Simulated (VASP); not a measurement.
# SiSe4 (I-43m) in VASP: further runs

The runs below take SiSe4 through single point, relaxation of cell and atoms, with PBE.

Everything below comes from runs of VASP 6.6.1. Logs are shortened: lines on timing, memory, paths and dates and some standing lists are left out, and cuts for length are marked.

**1. The cell of the first run**

Symmetry: I-43m, No. 217, cubic system. Conventional cell: a = 6.300 Å, b = 6.300 Å, c = 6.300 Å, α = 90.00°, β = 90.00°, γ = 90.00°. Si (site symmetry -43m) has 4 Se at 2.32 Å within 3.1 Å. Se (site symmetry 3m) has 1 Si at 2.32 Å within 3.1 Å.

**2. Single point, PBE**

The input, INCAR:

```
SYSTEM = SiSe4
ALGO = Normal
EDIFF = 1E-6
ENCUT = 520
GGA = PE
ISIF = 2
ISMEAR = 0
LASPH = .TRUE.
LCHARG = .FALSE.
LREAL = .FALSE.
LWAVE = .FALSE.
NBANDS = 22
NELM = 60
PREC = Accurate
SIGMA = 0.1
```

The input, KPOINTS:

```
k-points
0
G
  4 4 4
  0 0 0
```

The input, POSCAR:

```
SiSe4
1.0
   -3.1500800142      3.1500800142      3.1500800142
    3.1500800142     -3.1500800142      3.1500800142
    3.1500800142      3.1500800142     -3.1500800142
Si Se
1 4
Direct
    0.0000000000      0.0000000000      0.0000000000
    0.4258841746      0.4258841746      0.4258841746
    0.5741158254      0.0000000000      0.0000000000
    0.0000000000      0.0000000000      0.5741158254
    0.0000000000      0.5741158254      0.0000000000
```

Potentials or basis: VASP PAW PBE potentials, release 64 (Si, Se).

On the command line:

```sh
$ cat potpaw_PBE.64/Si/POTCAR potpaw_PBE.64/Se/POTCAR > POTCAR
$ mpirun -np 1 vasp_std > vasp.out
```

OUTCAR:

```text
SYSTEM = SiSe4
   EDIFF = 1E-6
   ENCUT = 520
   GGA = PE
   ISIF = 2
   ISMEAR = 0
   LASPH = .TRUE.
   LREAL = .FALSE.
   NELM = 60
   PREC = Accurate

 ion  position               nearest neighbor table
   1  0.000  0.000  0.000-   2 2.32   3 2.32   4 2.32   5 2.32
   2  0.426  0.426  0.426-   1 2.32
   3  0.574  0.000  0.000-   1 2.32
   4  0.000  0.000  0.574-   1 2.32
   5  0.000  0.574  0.000-   1 2.32

  LATTYP: Found a body centered cubic cell.
 ALAT       =     6.3001600284

  Lattice vectors:

 A1 = (  -3.1500800142,   3.1500800142,   3.1500800142)
 A2 = (   3.1500800142,  -3.1500800142,   3.1500800142)
 A3 = (   3.1500800142,   3.1500800142,  -3.1500800142)

Analysis of symmetry for initial positions (statically):
=====================================================================
 Subroutine PRICEL returns:
 Original cell was already a primitive cell.

 Routine SETGRP: Setting up the symmetry group for a
 body centered cubic supercell.

 Subroutine GETGRP returns: Found 24 space group operations
 (whereof 24 operations were pure point group operations)
 out of a pool of 48 trial point group operations.

The static configuration has the point symmetry T_d .

Analysis of symmetry for dynamics (positions and initial velocities):
=====================================================================
 Subroutine PRICEL returns:
 Original cell was already a primitive cell.

 Routine SETGRP: Setting up the symmetry group for a
 body centered cubic supercell.

 Subroutine GETGRP returns: Found 24 space group operations
 (whereof 24 operations were pure point group operations)
 out of a pool of 48 trial point group operations.

The dynamic configuration has the point symmetry T_d .

 Subroutine INISYM returns: Found 24 space group operations
 (whereof 24 operations are pure point group operations),
 and found     1 'primitive' translations

----------------------------------------------------------------------------------------

                                     Primitive cell

  volume of cell :     125.0330

  direct lattice vectors                    reciprocal lattice vectors
    -3.150080014  3.150080014  3.150080014     0.000000000  0.158726127  0.158726127
     3.150080014 -3.150080014  3.150080014     0.158726127  0.000000000  0.158726127
[... 74 lines left out ...]
   EDIFF  = 0.1E-05   stopping-criterion for ELM
   LREAL  =      F    real-space projection
   EDIFFG = 0.1E-04   stopping-criterion for IOM
   NSW    =      0    number of steps for IOM
   IBRION =     -1    ionic relax: 0-MD 1-quasi-New 2-CG
   NFREE  =      0    steps in history (QN), initial steepest desc. (CG)
   ISIF   =      2    stress and relaxation
   ISYM   =      2    0-nonsym 1-usesym 2-fastsym
   POTIM  = 0.5000    time-step for ionic-motion
   TEBEG  =    0.0;   TEEND  =   0.0 temperature during run
   PSTRESS=    0.0 pullay stress
   NELECT =      28.0000    total number of electrons
   NUPDOWN=      -1.0000    fix difference up-down
   EMIN   =  10.00;   EMAX   =-10.00  energy-range for DOS
   EFERMI =   0.00;   METHOD = LEGACY
   ISMEAR =     0;   SIGMA  =   0.10  broadening in eV -4-tet -1-fermi 0-gaus
   EFERMI_NEDOS =   21; number of points for ismear=-14 and -15
   IALGO  =     38    algorithm
   IMIX   =      4    mixing-type and parameters
     AMIX     =   0.40;   BMIX     =  1.00
     AMIX_MAG =   1.60;   BMIX_MAG =  1.00
  volume/ion in A,a.u.               =      25.01       168.75
  Fermi-wavevector in a.u.,A,eV,Ry     =   0.994152  1.878674 13.447145  0.988337
  Thomas-Fermi vector in A             =   2.126083
   LORBIT       =      0    0 simple, 1 ext, 2 COOP (PROOUT), +10 PAW based schemes
   GGA     = PE    functional components
   LHFCALC =     F    Hartree Fock is set to
   AEXX    =    0.0000 exact exchange contribution
   IVDW    =     0    specifies the selected vdW correction
   LEPSILON=     F    determine dielectric tensor
   LRPA    =     F    only Hartree local field effects (RPA)
 non-spin polarized calculation
 Gauss-broadening in eV      SIGMA  =   0.10
  energy-cutoff  :      520.00
  volume of cell :      125.03
 maximum number of plane-waves:      3396
 NGX is ok and might be reduce to    42
   NGX = 21   NGY = 21   NGZ = 21

 number of electron      27.9999997 magnetization

 Free energy of the ion-electron system (eV)
  ---------------------------------------------------
  ext. energy  EPLUGINS =         0.00000000
  ---------------------------------------------------
  free energy    TOTEN  =       -18.39719300 eV

  energy without entropy =      -18.38773035  energy(sigma->0) =      -18.39246167

 E-fermi :   3.1282     XC(G=0):  -9.1395

 val. band max:        3.0112119443   @ k =   0.2500   0.2500   0.0000
 cond. band min:       3.1927299434   @ k =   0.5000   0.0000   0.0000
 fundamental gap:      0.1815179991
 Fermi energy:         3.1281552021

 k-point     1 :       0.0000    0.0000    0.0000
  band No.  band energies     occupation
      1     -11.6138      2.00000
      2      -8.9324      2.00000
      3      -8.9324      2.00000
      4      -8.9324      2.00000
      5      -3.0297      2.00000
      6      -2.3416      2.00000
[... 189 lines left out ...]
     21      11.4387      0.00000
     22      11.4387      0.00000

------------------------ aborting loop because EDIFF is reached ----------------------------------------

  FORCE on cell =-STRESS in cart. coord.  units (eV):
  Direction    XX          YY          ZZ          XY          YZ          ZX
  --------------------------------------------------------------------------------------
  -------------------------------------------------------------------------------------
  Total        0.1422073      0.1422073      0.1422073      0.0000000      0.0000000      0.0000000
  in kB        1.8222488      1.8222488      1.8222488      0.0000000      0.0000000      0.0000000
  external PRESSURE =       1.8222488 kB  Pullay stress =       0.0000000 kB

 VOLUME and BASIS-vectors are now :
 -----------------------------------------------------------------------------
  energy-cutoff  :      520.00
  volume of cell :      125.03
      direct lattice vectors                 reciprocal lattice vectors
    -3.150080014  3.150080014  3.150080014     0.000000000  0.158726127  0.158726127
     3.150080014 -3.150080014  3.150080014     0.158726127  0.000000000  0.158726127
     3.150080014  3.150080014 -3.150080014     0.158726127  0.158726127  0.000000000

 POSITION                                       TOTAL-FORCE (eV/Angst)
 -----------------------------------------------------------------------------------
      0.00000      0.00000      0.00000         0.000000      0.000000     -0.000000
      1.34157      1.34157      1.34157         0.001054      0.001054      0.001054
     -1.80851      1.80851      1.80851         0.001054     -0.001054     -0.001054
      1.80851      1.80851     -1.80851        -0.001054     -0.001054      0.001054
      1.80851     -1.80851      1.80851        -0.001054      0.001054     -0.001054
 -----------------------------------------------------------------------------------
    total drift:                               -0.000002     -0.000002     -0.000003

  FREE ENERGIE OF THE ION-ELECTRON SYSTEM (eV)
  ---------------------------------------------------
  free  energy   TOTEN  =       -18.3971929969 eV

  energy  without entropy=      -18.3877303474  energy(sigma->0) =      -18.39246167
```

OSZICAR:

```text
N       E                     dE             d eps       ncg     rms          rms(c)
DAV:   1     0.128358902080E+03    0.12836E+03   -0.11306E+04   352   0.105E+03
DAV:   2    -0.876404734288E+01   -0.13712E+03   -0.13322E+03   490   0.170E+02
DAV:   3    -0.183200577587E+02   -0.95560E+01   -0.94762E+01   442   0.478E+01
DAV:   4    -0.184382876255E+02   -0.11823E+00   -0.11817E+00   420   0.630E+00
DAV:   5    -0.184398042247E+02   -0.15166E-02   -0.15164E-02   458   0.731E-01    0.731E+00
DAV:   6    -0.184082537933E+02    0.31550E-01   -0.24066E-02   418   0.919E-01    0.424E+00
DAV:   7    -0.183966587989E+02    0.11595E-01   -0.43862E-02   414   0.118E+00    0.233E-01
DAV:   8    -0.183970624156E+02   -0.40362E-03   -0.60392E-03   412   0.437E-01    0.136E-01
DAV:   9    -0.183971486111E+02   -0.86196E-04   -0.22874E-04   424   0.915E-02    0.696E-02
DAV:  10    -0.183971890634E+02   -0.40452E-04   -0.90477E-05   394   0.505E-02    0.759E-03
DAV:  11    -0.183971922205E+02   -0.31571E-05   -0.93888E-06   454   0.163E-02    0.749E-03
DAV:  12    -0.183971929969E+02   -0.77637E-06   -0.16134E-06   264   0.714E-03
   1 F= -.18397193E+02 E0= -.18392462E+02  d E =-.946265E-02
```

Wall time 12 s (1 thread of Intel Xeon 6975P-C (Granite Rapids), shared host); peak memory 0.24 GiB.

What came out:

```yaml
Free_energy: -18.3972 eV
Pressure: 0.2 GPa
Band_gap_on_the_k_mesh: zero (band 14 reaches 4.46 eV, above the bottom of band 15 at 1.99 eV)
```

Levels at points of the mesh, in eV from the Fermi level:
| k point | band 10 | band 11 | band 12 | band 13 | band 14 | band 15 | band 16 | band 17 |
| --- | --- | --- | --- | --- | --- | --- | --- | --- |
| (0.00, 0.00, 0.00) | -3.00 | -3.00 | 0.26 | 0.26 | 0.26 | 0.53 | 0.53 | 3.53 |
| (0.50, 0.00, 0.00) | -2.40 | -2.03 | -1.89 | -0.78 | -0.43 | -0.27 | 0.06 | 2.87 |
| (0.50, 0.50, 0.50) | -2.92 | -1.44 | -1.44 | -1.44 | 1.33 | 1.33 | 1.33 | 2.79 |

**3. Single point, PBE**

This run uses another cell than the first one, of 32.25 Å³/atom, 1.290 times its volume.

The input, INCAR:

```
SYSTEM = SiSe4
  PREC = Accurate
  ENCUT = 520
  EDIFF = 1E-6
  ISMEAR = 0
  SIGMA = 0.1
  LREAL = .False.
  LASPH = .True.
  NELM = 100
  ALGO = Normal
  ISIF = 2
  LWAVE = .False.
  LCHARG = .False.
  GGA = PE
  NBANDS = 22
```

The input, KPOINTS:

```
regular mesh
0
Gamma
  4 4 4
  0 0 0
```

The input, POSCAR:

```
SiSe4
1.0
   -3.4287157000      3.4287157000      3.4287157000
    3.4287157000     -3.4287157000      3.4287157000
    3.4287157000      3.4287157000     -3.4287157000
Si Se
1 4
Direct
    0.0000000000      0.0000000000      0.0000000000
    0.3495999900      0.3495999900      0.3495999900
    0.6504000100      0.0000000000      0.0000000000
    0.0000000000      0.0000000000      0.6504000100
    0.0000000000      0.6504000100      0.0000000000
```

Potentials or basis: VASP PAW PBE potentials, release 64 (Si, Se).

On the command line:

```sh
$ cat potpaw_PBE.64/Si/POTCAR potpaw_PBE.64/Se/POTCAR > POTCAR
$ mpirun -np 1 vasp_std > vasp.out
```

OUTCAR:

```text
SYSTEM = SiSe4
   PREC = Accurate
   ENCUT = 520
   EDIFF = 1E-6
   ISMEAR = 0
   LREAL = .False.
   LASPH = .True.
   NELM = 100
   ISIF = 2
   GGA = PE

 ion  position               nearest neighbor table
   1  0.000  0.000  0.000-   2 2.08   3 2.08   4 2.08   5 2.08
   2  0.350  0.350  0.350-   1 2.08
   3  0.650  0.000  0.000-   1 2.08
   4  0.000  0.000  0.650-   1 2.08
   5  0.000  0.650  0.000-   1 2.08

  LATTYP: Found a body centered cubic cell.
 ALAT       =     6.8574314000

  Lattice vectors:

 A1 = (  -3.4287157000,   3.4287157000,   3.4287157000)
 A2 = (   3.4287157000,  -3.4287157000,   3.4287157000)
 A3 = (   3.4287157000,   3.4287157000,  -3.4287157000)

Analysis of symmetry for initial positions (statically):
=====================================================================
 Subroutine PRICEL returns:
 Original cell was already a primitive cell.

 Routine SETGRP: Setting up the symmetry group for a
 body centered cubic supercell.

[... 154 lines left out ...]
  energy without entropy =      -16.42463356  energy(sigma->0) =      -16.45056480

 E-fermi :   0.5374     XC(G=0):  -7.7987

 val. band max:        0.5309882012   @ k =   0.5000   0.0000   0.0000
 cond. band min:       0.5385813655   @ k =   0.2500   0.0000   0.0000
 fundamental gap:      0.0075931644
 Fermi energy:         0.5374085955

 k-point     1 :       0.0000    0.0000    0.0000
  band No.  band energies     occupation
      1     -13.7614      2.00000
      2     -11.4666      2.00000
      3     -11.4666      2.00000
      4     -11.4666      2.00000
      5      -5.6546      2.00000
      6      -3.6072      2.00000
[... 189 lines left out ...]
     21       8.2108      0.00000
     22       8.2108      0.00000

------------------------ aborting loop because EDIFF is reached ----------------------------------------

  FORCE on cell =-STRESS in cart. coord.  units (eV):
  Direction    XX          YY          ZZ          XY          YZ          ZX
  --------------------------------------------------------------------------------------
  -------------------------------------------------------------------------------------
  Total        8.3192344      8.3192344      8.3192344     -0.0000000      0.0000000      0.0000000
  in kB       82.6683985     82.6683985     82.6683985     -0.0000000      0.0000000      0.0000000
  external PRESSURE =      82.6683985 kB  Pullay stress =       0.0000000 kB

 VOLUME and BASIS-vectors are now :
 -----------------------------------------------------------------------------
  energy-cutoff  :      520.00
  volume of cell :      161.23
      direct lattice vectors                 reciprocal lattice vectors
    -3.428715700  3.428715700  3.428715700     0.000000000  0.145827197  0.145827197
     3.428715700 -3.428715700  3.428715700     0.145827197  0.000000000  0.145827197
     3.428715700  3.428715700 -3.428715700     0.145827197  0.145827197  0.000000000

 POSITION                                       TOTAL-FORCE (eV/Angst)
 -----------------------------------------------------------------------------------
      0.00000      0.00000      0.00000        -0.000000     -0.000000     -0.000000
      1.19868      1.19868      1.19868         2.097729      2.097729      2.097729
     -2.23004      2.23004      2.23004         2.097729     -2.097729     -2.097729
      2.23004      2.23004     -2.23004        -2.097729     -2.097729      2.097729
      2.23004     -2.23004      2.23004        -2.097729      2.097729     -2.097729
 -----------------------------------------------------------------------------------
    total drift:                               -0.000003     -0.000003     -0.000003

  FREE ENERGIE OF THE ION-ELECTRON SYSTEM (eV)
  ---------------------------------------------------
  free  energy   TOTEN  =       -16.4764960511 eV

  energy  without entropy=      -16.4246335588  energy(sigma->0) =      -16.45056480
```

OSZICAR:

```text
N       E                     dE             d eps       ncg     rms          rms(c)
DAV:   1     0.145298204674E+03    0.14530E+03   -0.10765E+04   352   0.102E+03
DAV:   2    -0.540758282202E+01   -0.15071E+03   -0.14725E+03   496   0.170E+02
DAV:   3    -0.168729759562E+02   -0.11465E+02   -0.11344E+02   436   0.519E+01
DAV:   4    -0.170337464559E+02   -0.16077E+00   -0.16058E+00   424   0.736E+00
DAV:   5    -0.170362368558E+02   -0.24904E-02   -0.24899E-02   430   0.939E-01    0.972E+00
DAV:   6    -0.165282004749E+02    0.50804E+00   -0.89085E-01   394   0.491E+00    0.490E+00
DAV:   7    -0.164797220581E+02    0.48478E-01   -0.39198E-01   436   0.289E+00    0.196E+00
DAV:   8    -0.164763816169E+02    0.33404E-02   -0.40860E-02   388   0.110E+00    0.474E-01
DAV:   9    -0.164764698652E+02   -0.88248E-04   -0.23130E-03   412   0.298E-01    0.170E-01
DAV:  10    -0.164764870612E+02   -0.17196E-04   -0.45400E-04   436   0.111E-01    0.429E-02
DAV:  11    -0.164764984721E+02   -0.11411E-04   -0.96433E-05   424   0.523E-02    0.333E-02
DAV:  12    -0.164764950735E+02    0.33986E-05   -0.27044E-05   436   0.247E-02    0.113E-02
DAV:  13    -0.164764960511E+02   -0.97760E-06   -0.21249E-06   352   0.792E-03
   1 F= -.16476496E+02 E0= -.16450565E+02  d E =-.518625E-01
```

It took 16 s on 1 thread of Intel Xeon 6975P-C (Granite Rapids), shared host; peak memory 0.3 GiB.

What came out:

```
Free energy            : -16.4765 eV
Pressure               : 8.3 GPa
Largest force          : 3.633 eV/Å
Band gap on the k mesh : zero (band 14 reaches 1.38 eV, above the bottom of band 15 at 0.44 eV)
```

Forces on the atoms (eV/Å):
```
Si   0.000  0.000  0.000
Se   2.098  2.098  2.098
Se   2.098 -2.098 -2.098
Se  -2.098 -2.098  2.098
Se  -2.098  2.098 -2.098
```

Caveat: forces of over 1 eV/Å act on the atoms, so gaps and moduli don't describe the material at rest.

[end of part 1 of 3]
